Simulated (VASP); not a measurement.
# AlNi (P4/mmm) in VASP: further runs, part 2 of 2

VASP 6.6.1. The steps go on from the part before.

**5. Single point, PBEsol (uniaxial strain along c: +1.5 %, then relaxed in part)**

Input file INCAR:

```
SYSTEM = AlNi
ALGO     = Fast           ! electronic algorithm
EDIFF    = 1E-6           ! SCF threshold, eV
ENCUT    = 520            ! plane-wave cutoff, eV
GGA      = PS             ! functional
ISIF     = 2              ! what is computed and relaxed
ISMEAR   = 0              ! smearing method
LASPH    = .TRUE.         ! aspherical terms in the spheres
LCHARG   = .TRUE.         ! write CHGCAR
LELF     = .TRUE.         ! ELF
LREAL    = .FALSE.        ! projectors in reciprocal space
LVHAR    = .TRUE.       
LWAVE    = .FALSE.        ! write WAVECAR
NBANDS   = 14             ! bands
NELM     = 80             ! most SCF steps
PREC     = Accurate       ! precision mode
SIGMA    = 0.1            ! smearing width, eV
```

Input file KPOINTS:

```
k-points
0
G
  18 18 18
  0 0 0
```

Input file POSCAR:

```
AlNi
1.0
    2.8448387492      0.0000000000      0.0000000000
    0.0000000000      2.8448387492      0.0000000000
    0.0000000000      0.0000000000      2.9052864528
Al Ni
1 1
Direct
    0.5000000000      0.5000000000      0.5000000000
    0.0000000000      0.0000000000      0.0000000000
```

Potentials or basis: VASP PAW PBE potentials, release 64 (Al, Ni).

Command:

```console
> cat potpaw_PBE.64/Al/POTCAR potpaw_PBE.64/Ni/POTCAR > POTCAR
> mpirun -np 1 vasp_std > vasp.out
```

OUTCAR:

```text
SYSTEM = AlNi
   EDIFF = 1E-6
   ENCUT = 520
   GGA = PS
   ISIF = 2
   ISMEAR = 0
   LASPH = .TRUE.
   LREAL = .FALSE.
   NELM = 80
   PREC = Accurate

 ion  position               nearest neighbor table
   1  0.500  0.500  0.500-   2 2.48   2 2.48   2 2.48   2 2.48   2 2.48   2 2.48   2 2.48   2 2.48

   2  0.000  0.000  0.000-   1 2.48   1 2.48   1 2.48   1 2.48   1 2.48   1 2.48   1 2.48   1 2.48

  LATTYP: Found a simple tetragonal cell.
 ALAT       =     2.8448387492
 C/A-ratio  =     1.0212482003

  Lattice vectors:

 A1 = (   2.8448387492,   0.0000000000,   0.0000000000)
 A2 = (   0.0000000000,   2.8448387492,   0.0000000000)
 A3 = (   0.0000000000,   0.0000000000,   2.9052864528)

Analysis of symmetry for initial positions (statically):
=====================================================================
 Subroutine PRICEL returns:
 Original cell was already a primitive cell.

 Routine SETGRP: Setting up the symmetry group for a
 simple tetragonal supercell.

 Subroutine GETGRP returns: Found 16 space group operations
 (whereof 16 operations were pure point group operations)
 out of a pool of 16 trial point group operations.

The static configuration has the point symmetry D_4h.

Analysis of symmetry for dynamics (positions and initial velocities):
=====================================================================
 Subroutine PRICEL returns:
 Original cell was already a primitive cell.

 Routine SETGRP: Setting up the symmetry group for a
 simple tetragonal supercell.

 Subroutine GETGRP returns: Found 16 space group operations
 (whereof 16 operations were pure point group operations)
 out of a pool of 16 trial point group operations.

The dynamic configuration has the point symmetry D_4h.

 Subroutine INISYM returns: Found 16 space group operations
 (whereof 16 operations are pure point group operations),
 and found     1 'primitive' translations

----------------------------------------------------------------------------------------

                                     Primitive cell

  volume of cell :      23.5128

  direct lattice vectors                    reciprocal lattice vectors
     2.844838749  0.000000000  0.000000000     0.351513772  0.000000000  0.000000000
     0.000000000  2.844838749  0.000000000     0.000000000  0.351513772  0.000000000
     0.000000000  0.000000000  2.905286453     0.000000000  0.000000000  0.344200139

  length of vectors
     2.844838749  2.844838749  2.905286453     0.351513772  0.351513772  0.344200139

  position of ions in fractional coordinates (direct lattice)
     0.500000000  0.500000000  0.500000000
     0.000000000  0.000000000  0.000000000

  ion indices of the primitive-cell ions
   primitive index   ion index
                 1           1
                 2           2

----------------------------------------------------------------------------------------

 KPOINTS: k-points

Automatic generation of k-mesh.
 Grid dimensions read from file:
 generate k-points for:   18   18   18

 Generating k-lattice:

[... 41 lines left out ...]
  0.333333  0.111111  0.000000      8.000000
 [... further k-points ...]
   k-points           NKPTS =    550   k-points in BZ     NKDIM =    550   number of bands    NBANDS=     14
   number of dos      NEDOS =    301   number of ions     NIONS =      2
   total plane-waves  NPLWV =  13824
   dimension x,y,z NGX =    24 NGY =   24 NGZ =   24
   dimension x,y,z NGXF=    48 NGYF=   48 NGZF=   48
   ions per type =               1   1
   NGX,Y,Z   is equivalent  to a cutoff of  14.03, 14.03, 13.73 a.u.
   NGXF,Y,Z  is equivalent  to a cutoff of  28.05, 28.05, 27.47 a.u.
 SYSTEM =  AlNi
   PREC   = accura    normal or accurate (medium, high low for compatibility)
   ISTART =      0    job   : 0-new  1-cont  2-samecut
   ICHARG =      2    charge: 1-file 2-atom 10-const
   ISPIN  =      1    spin polarized calculation?
   LNONCOLLINEAR =      F non collinear calculations
   LSORBIT =      F    spin-orbit coupling
   LASPH  =      T    aspherical Exc in radial PAW
   ENCUT  =  520.0 eV  38.22 Ry    6.18 a.u.   5.29  5.29  5.40*2*pi/ulx,y,z
   NELM   =     80;   NELMIN=  2; NELMDL= -5     # of ELM steps
   EDIFF  = 0.1E-05   stopping-criterion for ELM
   LREAL  =      F    real-space projection
   EDIFFG = 0.1E-04   stopping-criterion for IOM
   NSW    =      0    number of steps for IOM
   IBRION =     -1    ionic relax: 0-MD 1-quasi-New 2-CG
   NFREE  =      0    steps in history (QN), initial steepest desc. (CG)
   ISIF   =      2    stress and relaxation
   ISYM   =      2    0-nonsym 1-usesym 2-fastsym
   POTIM  = 0.5000    time-step for ionic-motion
   TEBEG  =    0.0;   TEEND  =   0.0 temperature during run
   PSTRESS=    0.0 pullay stress
   NELECT =      13.0000    total number of electrons
   NUPDOWN=      -1.0000    fix difference up-down
   EMIN   =  10.00;   EMAX   =-10.00  energy-range for DOS
   EFERMI =   0.00;   METHOD = LEGACY
   ISMEAR =     0;   SIGMA  =   0.10  broadening in eV -4-tet -1-fermi 0-gaus
   EFERMI_NEDOS =   21; number of points for ismear=-14 and -15
   IALGO  =     68    algorithm
   IMIX   =      4    mixing-type and parameters
     AMIX     =   0.40;   BMIX     =  1.00
     AMIX_MAG =   1.60;   BMIX_MAG =  1.00
  volume/ion in A,a.u.               =      11.76        79.34
  Fermi-wavevector in a.u.,A,eV,Ry     =   1.343655  2.539140 24.564087  1.805409
  Thomas-Fermi vector in A             =   2.471712
   LORBIT       =      0    0 simple, 1 ext, 2 COOP (PROOUT), +10 PAW based schemes
   GGA     = PS    functional components
   LHFCALC =     F    Hartree Fock is set to
   AEXX    =    0.0000 exact exchange contribution
   IVDW    =     0    specifies the selected vdW correction
   LEPSILON=     F    determine dielectric tensor
   LRPA    =     F    only Hartree local field effects (RPA)
 non-spin polarized calculation
 RMM-DIIS sequential band-by-band and
 Gauss-broadening in eV      SIGMA  =   0.10
  energy-cutoff  :      520.00
  volume of cell :       23.51
 maximum number of plane-waves:       651
 NGX is ok and might be reduce to    24
   NGX = 11   NGY = 11   NGZ = 11

 number of electron      13.0000007 magnetization

 Free energy of the ion-electron system (eV)
  ---------------------------------------------------
  ext. energy  EPLUGINS =         0.00000000
  ---------------------------------------------------
  free energy    TOTEN  =       -11.58718602 eV

  energy without entropy =      -11.58362872  energy(sigma->0) =      -11.58540737

 E-fermi :  10.1290     XC(G=0): -12.2480

 val. band max:       10.1250491307   @ k =   0.3333   0.2778   0.4444
 cond. band min:      10.1353976266   @ k =   0.3333   0.3333   0.0000
 fundamental gap:      0.0103484958
 Fermi energy:        10.1289739260

 k-point     1 :       0.0000    0.0000    0.0000
  band No.  band energies     occupation
      1      -1.1344      2.00000
      2       6.7948      2.00000
      3       6.8124      2.00000
      4       8.5281      2.00000
      5       8.5281      2.00000
      6       8.5867      2.00000
      7      15.1891      0.00000
      8      15.9444      0.00000
      9      15.9444      0.00000
     10      18.2160      0.00000
     11      18.4069      0.00000
     12      24.1747      0.00000
     13      31.0614      0.00000
     14      31.0664      0.00000
[... 377 lines left out ...]
      1       1.1248      2.00000
      2       5.8482      2.00000
      3       7.1922      2.00000
      4       7.9356      2.00000
      5       7.9441      2.00000
      6       8.5086      2.00000
      7      10.1469      0.79993
      8      16.0428      0.00000
      9      17.9385      0.00000
     10      19.3550      0.00000
     11      22.5699      0.00000
     12      23.8057      0.00000
     13      24.3007      0.00000
     14      27.1595      0.00000

 [... further k-points ...]

------------------------ aborting loop because EDIFF is reached ----------------------------------------

  FORCE on cell =-STRESS in cart. coord.  units (eV):
  Direction    XX          YY          ZZ          XY          YZ          ZX
  --------------------------------------------------------------------------------------
  -------------------------------------------------------------------------------------
  Total       -0.0007883     -0.0007883     -0.2075504      0.0000000      0.0000000      0.0000000
  in kB       -0.0537144     -0.0537144    -14.1426215      0.0000000      0.0000000      0.0000000
  external PRESSURE =      -4.7500168 kB  Pullay stress =       0.0000000 kB

 VOLUME and BASIS-vectors are now :
 -----------------------------------------------------------------------------
  energy-cutoff  :      520.00
  volume of cell :       23.51
      direct lattice vectors                 reciprocal lattice vectors
     2.844838749  0.000000000  0.000000000     0.351513772  0.000000000  0.000000000
     0.000000000  2.844838749  0.000000000     0.000000000  0.351513772  0.000000000
     0.000000000  0.000000000  2.905286453     0.000000000  0.000000000  0.344200139

 POSITION                                       TOTAL-FORCE (eV/Angst)
 -----------------------------------------------------------------------------------
      1.42242      1.42242      1.45264         0.000000      0.000000      0.000000
      0.00000      0.00000      0.00000         0.000000      0.000000      0.000000
 -----------------------------------------------------------------------------------
    total drift:                               -0.000000      0.000000      0.000000

  FREE ENERGIE OF THE ION-ELECTRON SYSTEM (eV)
  ---------------------------------------------------
  free  energy   TOTEN  =       -11.5871860204 eV

  energy  without entropy=      -11.5836287235  energy(sigma->0) =      -11.58540737
```

Wall time 1.8 min (1 thread of AMD EPYC 9R45 (Zen 5), shared host); peak memory 0.26 GiB.

Results:

| Property | Result |
| --- | --- |
| Free energy | -11.5872 eV |
| Pressure | -0.5 GPa |
| Band gap on the k mesh | zero (an odd number of electrons rules out a gap without spin polarisation) |

Caveat: the cell differs from its parent crystal (uniaxial strain along c: +1.5 %, then relaxed in part); the PAW data sets were made with another functional, which shifts forces and pressure a little. Spin polarisation is off, so any magnetic state and its effect on volume and gap are missing.

**6. Single point, PBEsol (uniaxial strain along c: +3.0 %, then relaxed in part)**

Input file INCAR:

```
PREC = Accurate ; ENCUT = 520
EDIFF = 1E-7 ; ISMEAR = 0
SIGMA = 0.1 ; LREAL = False
LASPH = True ; NELM = 100
ALGO = Fast ; ISIF = 2
LWAVE = False ; LCHARG = False
GGA = PS ; NBANDS = 14
```

Input file KPOINTS:

```
regular mesh
0
Gamma
  18 18 18
```

Input file POSCAR:

```
AlNi
1.0
    2.8280959803      0.0000000000      0.0000000000
    0.0000000000      2.8280959803      0.0000000000
    0.0000000000      0.0000000000      2.9482217206
Al Ni
1 1
Direct
    0.5000000000      0.5000000000      0.5000000000
    0.0000000000      0.0000000000      0.0000000000
```

Potentials or basis: VASP PAW PBE potentials, release 64 (Al, Ni).

Command:

```console
> cat potpaw_PBE.64/Al/POTCAR potpaw_PBE.64/Ni/POTCAR > POTCAR
> mpirun -np 1 vasp_std > vasp.out
```

It took 1.8 min on 1 thread of AMD EPYC 9R45 (Zen 5), shared host; peak memory 0.26 GiB.

Results (log left out):

- Free energy: -11.5828 eV
- Pressure: -0.9 GPa
- Band gap on the k mesh: zero (an odd number of electrons rules out a gap without spin polarisation)

Stress tensor (GPa, compression positive):
```
 0.07  0.00  0.00
 0.00  0.07  0.00
 0.00  0.00 -2.72
```

Levels at points of the mesh, in eV from the Fermi level:
| k point | band 4 | band 5 | band 6 | band 7 | band 8 | band 9 | band 10 | band 11 |
| --- | --- | --- | --- | --- | --- | --- | --- | --- |
| (0.00, 0.00, 0.00) | -1.61 | -1.61 | -1.49 | 4.58 | 6.06 | 6.06 | 7.94 | 8.35 |
| (0.50, 0.00, 0.00) | -2.45 | -2.21 | -1.50 | -0.55 | 8.26 | 9.20 | 10.39 | 10.59 |
| (0.50, 0.50, 0.00) | -2.73 | -2.24 | -2.24 | -0.97 | 1.74 | 2.81 | 11.79 | 14.67 |
| (0.00, 0.00, 0.50) | -2.21 | -2.21 | -1.42 | -0.86 | 8.32 | 10.43 | 10.43 | 11.17 |
| (0.50, 0.00, 0.50) | -2.91 | -2.08 | -2.04 | -1.08 | 1.37 | 2.44 | 12.80 | 15.33 |
| (0.50, 0.50, 0.50) | -1.06 | -0.95 | 1.91 | 2.00 | 2.00 | 3.86 | 4.38 | 4.38 |

Caveat: the cell differs from its parent crystal (uniaxial strain along c: +3.0 %, then relaxed in part); the PAW data sets were made with another functional, which shifts forces and pressure a little. Spin polarisation is off, so any magnetic state and its effect on volume and gap are missing.

**7. Summary**

```tsv
cell	further INCAR settings	gap on the mesh (eV)	pressure (GPa)
a = 2.896, b = 2.896, c = 2.776 Å, 2 atoms	ALGO = Fast; EDIFF = 1e-06; NBANDS = 14	none	1.5
a = 2.913, b = 2.913, c = 2.734 Å, 2 atoms	ALGO = Fast; EDIFF = 1e-06; NBANDS = 14	none	2.2
a = 2.879, b = 2.879, c = 2.819 Å, 2 atoms	ALGO = Fast; EDIFF = 1e-06; NBANDS = 14	none	0.5
a = 2.845, b = 2.845, c = 2.905 Å, 2 atoms	ALGO = Fast; EDIFF = 1e-06; NBANDS = 14	none	-0.5
a = 2.828, b = 2.828, c = 2.948 Å, 2 atoms	ALGO = Fast; EDIFF = 1e-07; NBANDS = 14	none	-0.9
```

Alike in all rows: task single point; level PBEsol; potentials or basis VASP PAW PBE potentials, release 64 (Al, Ni); no spin polarisation; k mesh 18 × 18 × 18; cutoff (eV) 520; smearing gaussian 0.1 eV.

Caveats: the PAW data sets were made with another functional, which shifts forces and pressure a little; the stress differs along the axes, from -0 to 7 GPa (at least some runs).

Total energies depend on the potentials used, so only differences within one code and one set of settings carry meaning.
